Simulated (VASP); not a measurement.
# CdSe: single point with PBE

The system is CdSe.

```
CELL_PARAMETERS angstrom
-0.11356 2.63365 3.09841
3.09841 -0.11356 3.09841
2.98486 2.52010 0.00000
ATOMIC_POSITIONS crystal
Cd 0.00000 0.00000 0.00000
Se 0.75000 0.75000 0.75000
```

This cell differs from its parent crystal: engineering shear strain xz -0.0733, normal strain along z -0.1500.

```yaml
Program: VASP 6.6.1
Task: single point
Functional: PBE
Potentials_or_basis: VASP PAW PBE potentials, release 64 (Cd, Se)
Cutoff: 520 eV
k_mesh: 10 × 10 × 10
Occupations: gaussian, width 0.05 eV
Spin: no spin polarisation
Dipole_correction: no
Further_INCAR_settings: ALGO = Normal; EDIFF = 1e-06; NBANDS = 16
```

```yaml
Pressure: 10.8 GPa
Largest_force: 0.908 eV/Å
Band_gap_on_the_k_mesh: 0.46 eV
```

Forces in eV/Å, atoms in the order of the input:
```
Cd   0.000  0.000  0.908
Se   0.000  0.000 -0.908
```

Stress tensor (GPa, compression positive):
```
10.91  5.36  0.00
 5.36 10.71  0.00
 0.00  0.00 10.85
```

Levels at points of the mesh, in eV from the valence-band top:
```
           k point  band 7  band 8  band 9  band 10  band 11  band 12
(0.00, 0.00, 0.00)   -0.52   -0.51    0.00     0.45     5.23     5.85
(0.50, 0.00, 0.00)   -5.27   -1.41   -0.71     2.13     5.69     7.31
(0.50, 0.50, 0.00)   -5.14   -2.58   -1.74     2.71     4.33     8.69
(0.00, 0.00, 0.50)   -5.26   -1.70   -0.97     1.86     5.51     6.71
(0.50, 0.00, 0.50)   -4.17   -2.97   -2.94     2.34     2.53     9.65
(0.00, 0.50, 0.50)   -5.15   -2.33   -2.02     2.89     4.11     8.52
```

Wall time 92 s on 1 thread of Intel(R) Xeon(R) 6975P-C (Granite Rapids), with other jobs on the host, peak memory 0.36 GiB.

Caveat: the cell differs from its parent crystal (engineering shear strain xz -0.0733, normal strain along z -0.1500); the cell stands under pressure; semilocal functionals underestimate gaps, and a narrow one can read as zero.
